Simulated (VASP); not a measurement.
# LiBr (Fm-3m) in VASP: notebook, part 2 of 2

VASP 6.6.1. The steps go on from the part before.

## (3) Single point, PBEsol

This run uses another cell than the first one, of 19.82 Å³/atom.

The input, INCAR:

```
SYSTEM = LiBr
ALGO = Normal
EDIFF = 1E-6
ENCUT = 750
GGA = PS
GGA_COMPAT = .FALSE.
ISIF = 2
ISMEAR = -1
LASPH = .TRUE.
LCHARG = .TRUE.
LELF = .TRUE.
LREAL = .FALSE.
LVHAR = .TRUE.
LWAVE = .FALSE.
NBANDS = 12
NELM = 120
PREC = Accurate
SIGMA = 0.02
```

The input, KPOINTS:

```
k-points
0
G
  8 8 8
  0 0 0
```

The input, POSCAR:

```
LiBr
1.0
    0.0000000000      2.7061089887      2.7061089887
    2.7061089887      0.0000000000      2.7061089887
    2.7061089887      2.7061089887      0.0000000000
Li Br
1 1
Direct
    0.0000000000      0.0000000000      0.0000000000
    0.5000000000      0.5000000000      0.5000000000
```

Potentials or basis: VASP PAW PBE potentials, release 64 (Li_sv, Br).

The run is started by

```
> cat potpaw_PBE.64/Li_sv/POTCAR potpaw_PBE.64/Br/POTCAR > POTCAR
> mpirun -np 1 vasp_std > vasp.out
```

Wall time 30 s (1 thread of Intel Xeon 8259CL, shared host); peak memory 0.21 GiB.

It converged, with:

```yaml
Free_energy: -6.9353 eV
Pressure: 0.0 GPa
Band_gap_on_the_k_mesh: 4.98 eV
```

Levels at points of the mesh, in eV from the valence-band top:
```csv
k point,band 1,band 2,band 3,band 4,band 5,band 6,band 7,band 8,band 9,band 10
"(0.00, 0.00, 0.00)",-43.60,-13.63,0.00,0.00,0.00,4.98,10.42,10.42,10.42,12.38
"(0.50, 0.00, 0.00)",-43.60,-13.09,-3.14,-0.29,-0.29,5.48,8.03,8.03,12.15,14.07
"(0.50, 0.50, 0.00)",-43.60,-12.87,-3.17,-1.26,-1.26,6.23,6.86,11.90,12.67,12.67
```

Caveat: the PAW data sets were made with another functional, which shifts forces and pressure a little. A k mesh can miss the band edges.

## (4) Single point, PBE

This run uses another cell than the first one, of 20.90 Å³/atom.

The input, INCAR:

```
SYSTEM = LiBr
PREC = Accurate
ENCUT = 750
EDIFF = 1E-6
ISMEAR = -1
SIGMA = 0.02
LREAL = .False.
LASPH = .True.
NELM = 120
ALGO = Normal
ISIF = 2
LWAVE = .False.
LCHARG = .True.
GGA = PE
LELF = .True.
LVHAR = .True.
NBANDS = 12
GGA_COMPAT = .False.
```

The input, KPOINTS:

```
Automatic mesh
0
Gamma
  8 8 8
  0 0 0
```

The input, POSCAR:

```
LiBr
1.0
    0.0000000000      2.7544466701      2.7544466701
    2.7544466701      0.0000000000      2.7544466701
    2.7544466701      2.7544466701      0.0000000000
Li Br
1 1
Direct
    0.0000000000      0.0000000000      0.0000000000
    0.5000000000      0.5000000000      0.5000000000
```

The run is started by

```
> cat potpaw_PBE.64/Li_sv/POTCAR potpaw_PBE.64/Br/POTCAR > POTCAR
> mpirun -np 1 vasp_std > vasp.out
```

Run time: 32 s. Hardware: 1 thread of Intel Xeon 8259CL, shared host; peak memory 0.21 GiB.

The run converged. Its results:

```
Free energy            : -6.6415 eV
Pressure               : 0.0 GPa
Band gap on the k mesh : 4.92 eV
```

Levels at points of the mesh, in eV from the valence-band top:
```tsv
k point	band 3	band 4	band 5	band 6	band 7	band 8
(0.00, 0.00, 0.00)	0.00	0.00	0.00	4.92	10.50	10.50
(0.50, 0.00, 0.00)	-2.86	-0.26	-0.26	5.62	8.10	8.10
(0.50, 0.50, 0.00)	-2.86	-1.13	-1.13	6.24	7.12	11.59
```

## (5) Single point, r2SCAN

This run uses another cell than the first one, of 20.56 Å³/atom.

The input, POSCAR:

```
LiBr
1.0
    0.0000000000      2.7395851561      2.7395851561
    2.7395851561      0.0000000000      2.7395851561
    2.7395851561      2.7395851561      0.0000000000
Li Br
1 1
Direct
    0.0000000000      0.0000000000      0.0000000000
    0.5000000000      0.5000000000      0.5000000000
```

The input, INCAR.step1:

```
PREC = Accurate
ENCUT = 830
ISMEAR = -1
SIGMA = 0.02
LREAL = False
LASPH = True
NELM = 120
NBANDS = 12
GGA = PE
ALGO = Normal
EDIFF = 1E-5
LWAVE = True
LCHARG = False
GGA_COMPAT = False
```

The input, INCAR.step2:

```
PREC = Accurate
ENCUT = 830
EDIFF = 1E-6
ISMEAR = -1
SIGMA = 0.02
LREAL = False
LASPH = True
NELM = 120
ALGO = Normal
ISIF = 2
LWAVE = False
LCHARG = False
METAGGA = R2SCAN
LMIXTAU = True
NBANDS = 12
ISTART = 1
GGA_COMPAT = False
```

The input, KPOINTS:

```
regular mesh
0
Gamma
  8 8 8
```

The run is started by

```
> cat potpaw_PBE.64/Li_sv/POTCAR potpaw_PBE.64/Br/POTCAR > POTCAR
> cp INCAR.step1 INCAR
> mpirun -np 1 vasp_std > vasp.out
> cp INCAR.step2 INCAR
> mpirun -np 1 vasp_std > vasp.out
```

Run time: 2.2 min. Hardware: 1 thread of Intel Xeon 8259CL, shared host; peak memory 0.23 GiB.

Results (log left out):

| Property | Result |
| --- | --- |
| Free energy | -19.1512 eV |
| Pressure | -0.4 GPa |
| Band gap on the k mesh | 5.93 eV |

Levels at points of the mesh, in eV from the valence-band top:
| k point | band 1 | band 2 | band 3 | band 4 | band 5 | band 6 | band 7 | band 8 | band 9 | band 10 |
| --- | --- | --- | --- | --- | --- | --- | --- | --- | --- | --- |
| (0.00, 0.00, 0.00) | -45.72 | -13.94 | 0.00 | 0.00 | 0.00 | 5.93 | 11.23 | 11.23 | 11.23 | 13.50 |
| (0.50, 0.00, 0.00) | -45.72 | -13.44 | -2.94 | -0.28 | -0.28 | 6.40 | 8.89 | 8.89 | 13.10 | 15.17 |
| (0.50, 0.50, 0.00) | -45.72 | -13.23 | -2.96 | -1.18 | -1.18 | 7.11 | 7.73 | 12.82 | 13.73 | 13.73 |

Caveat: the PAW data sets were made with another functional, which shifts forces and pressure a little. A k mesh can miss the band edges.

## (6) Relaxation of cell and atoms, PBE

This run uses another cell than the first one, of 20.18 Å³/atom.

The input, INCAR:

```
ALGO = Normal ; EDIFF = 1E-7
EDIFFG = -0.005 ; ENCUT = 750
GGA = PE ; GGA_COMPAT = False
IBRION = 2 ; ISIF = 3
ISMEAR = -1 ; LASPH = True
LCHARG = False ; LREAL = False
LWAVE = False ; NELM = 120
NELMIN = 4 ; NSW = 80
PREC = Accurate ; SIGMA = 0.02
```

The input, KPOINTS:

```
k-points
0
Gamma
  8 8 8
```

The input, POSCAR:

```
LiBr
1.0
    0.0000000000      2.7226905798      2.7226905798
    2.7226905798      0.0000000000      2.7226905798
    2.7226905798      2.7226905798      0.0000000000
Li Br
1 1
Direct
    0.0000000000      0.0000000000      0.0000000000
    0.5000000000      0.5000000000      0.5000000000
```

Potentials or basis: VASP PAW PBE potentials, release 64 (Li_sv, Br).

The run is started by

```
> cat potpaw_PBE.64/Li_sv/POTCAR potpaw_PBE.64/Br/POTCAR > POTCAR
> mpirun -np 1 vasp_std > vasp.out
```

OUTCAR:

```text
EDIFF = 1E-7
   EDIFFG = -0.005
   ENCUT = 750
   GGA = PE
   IBRION = 2
   ISIF = 3
   ISMEAR = -1
   LASPH = True
   LREAL = False
   NELM = 120
   NELMIN = 4
   NSW = 80
   PREC = Accurate

 ion  position               nearest neighbor table
   1  0.000  0.000  0.000-
   2  0.500  0.500  0.500-

  LATTYP: Found a face centered cubic cell.
 ALAT       =     5.4453811596

  Lattice vectors:

 A1 = (   0.0000000000,   2.7226905798,   2.7226905798)
 A2 = (   2.7226905798,   0.0000000000,   2.7226905798)
 A3 = (   2.7226905798,   2.7226905798,   0.0000000000)

Analysis of symmetry for initial positions (statically):
=====================================================================
 Subroutine PRICEL returns:
[... 286 lines left out ...]
  free energy    TOTEN  =        -6.64110731 eV

  energy without entropy =       -6.64110731  energy(sigma->0) =       -6.64110731

 E-fermi :   0.7693     XC(G=0):  -8.4135

 val. band max:        0.2908365763   @ k =   0.0000   0.0000   0.0000
 cond. band min:       5.2203034630   @ k =   0.0000   0.0000   0.0000
 fundamental gap:      4.9294668867
 Fermi energy:         0.7692898635

 k-point     1 :       0.0000    0.0000    0.0000
  band No.  band energies     occupation
      1     -44.1112      2.00000
      2     -13.1313      2.00000
      3       0.2908      2.00000
      4       0.2908      2.00000
      5       0.2908      2.00000
      6       5.2203      0.00000
      7      10.7890      0.00000
      8      10.7890      0.00000
      9      10.7890      0.00000
[... 265 lines left out ...]
 k-point    24 :      -0.3750    0.2500    0.1250
  band No.  band energies     occupation
      1     -44.1100      2.00000
      2     -12.5740      2.00000
      3      -2.2923      2.00000
      4      -1.0414      2.00000
      5      -0.3125      2.00000
      6       7.3421      0.00000
      7       8.1676      0.00000
      8       9.4964      0.00000
      9      10.9480      0.00000

 [... further k-points ...]
[... 5 lines left out ...]
  --------------------------------------------------------------------------------------
  -------------------------------------------------------------------------------------
  Total       -0.0005845     -0.0005845     -0.0005845     -0.0000000     -0.0000000      0.0000000
  in kB       -0.0224336     -0.0224336     -0.0224336     -0.0000000     -0.0000000      0.0000000
  external PRESSURE =      -0.0224336 kB  Pullay stress =       0.0000000 kB
[... 17 lines left out ...]
  FREE ENERGIE OF THE ION-ELECTRON SYSTEM (eV)
  ---------------------------------------------------
  free  energy   TOTEN  =        -6.6411073053 eV

  energy  without entropy=       -6.6411073053  energy(sigma->0) =       -6.64110731

 reached required accuracy - stopping structural energy minimisation
```

CONTCAR:

```text
LiBr
   1.00000000000000
     0.0000000000000000    2.7532878455189285    2.7532878455189285
     2.7532878455189285    0.0000000000000000    2.7532878455189285
     2.7532878455189285    2.7532878455189285    0.0000000000000000
  Li              Br
     1     1
Direct
     0.0000000000000000    0.0000000000000000    0.0000000000000000
     0.5000000000000000    0.5000000000000000    0.5000000000000000

  0.00000000E+00  0.00000000E+00  0.00000000E+00
  0.00000000E+00  0.00000000E+00  0.00000000E+00
```

Wall time 79 s (1 thread of Intel Xeon 8259CL, shared host); peak memory 0.22 GiB.

Results:

```yaml
Free_energy: -6.6411 eV
Relaxed_volume: 20.87 Å³/atom
Relaxed_cell: a = 3.894 Å, b = 3.894 Å, c = 3.894 Å, α = 60.00°, β = 60.00°, γ = 60.00°
Space_group_after_relaxing_to_0.1_Å: Fm-3m (No. 225)
Energy_gained_by_relaxing: 1.9 meV/atom
Ionic_steps: 4
Pressure_after_relaxing: 0.0 GPa
Band_gap_on_the_k_mesh: 4.93 eV
```

Step by step:
| step | energy change (eV) | largest force (eV/Å) | pressure (GPa) | volume (Å³) |
| --- | --- | --- | --- | --- |
| 1 | 0.0000 | 0.0000 | 0.94 | 40.37 |
| 2 | -0.0030 | 0.0000 | 0.44 | 41.07 |
| 3 | -0.0039 | 0.0000 | -0.06 | 41.84 |
| 4 | -0.0039 | 0.0000 | 0.00 | 41.74 |

Final structure:
```xyz
2
Lattice="0.0000 2.7533 2.7533 2.7533 0.0000 2.7533 2.7533 2.7533 0.0000" Properties=species:S:1:pos:R:3 pbc="T T T"
Li    0.0000    0.0000    0.0000
Br    2.7533    2.7533    2.7533
```

## (7) The runs side by side

```csv
task,level,potentials or basis,cell,cutoff (eV),gap on the mesh (eV),pressure (GPa)
single point,LDA,"VASP PAW LDA potentials, release 64 (Li_sv, Br)","a = 3.755 Å, angles 60.0°, 2 atoms",750,5.17,0.0
single point,PBEsol,"VASP PAW PBE potentials, release 64 (Li_sv, Br)","a = 3.827 Å, angles 60.0°, 2 atoms",750,4.98,0.0
single point,PBE,"VASP PAW PBE potentials, release 64 (Li_sv, Br)","a = 3.895 Å, angles 60.0°, 2 atoms",750,4.92,0.0
single point,r2SCAN,"VASP PAW PBE potentials, release 64 (Li_sv, Br)","a = 3.874 Å, angles 60.0°, 2 atoms",830,5.93,-0.4
relaxation of cell and atoms,PBE,"VASP PAW PBE potentials, release 64 (Li_sv, Br)","relaxed from a = 3.850 Å, angles 60.0°, 2 atoms",750,4.93,0.0
```

Alike in all rows: no spin polarisation; k mesh 8 × 8 × 8; smearing fermi-dirac 0.02 eV.

Caveats: the PAW data sets were made with another functional, which shifts forces and pressure a little (at least some runs).

Total energies depend on the potentials used, so only differences within one code and one set of settings carry meaning.
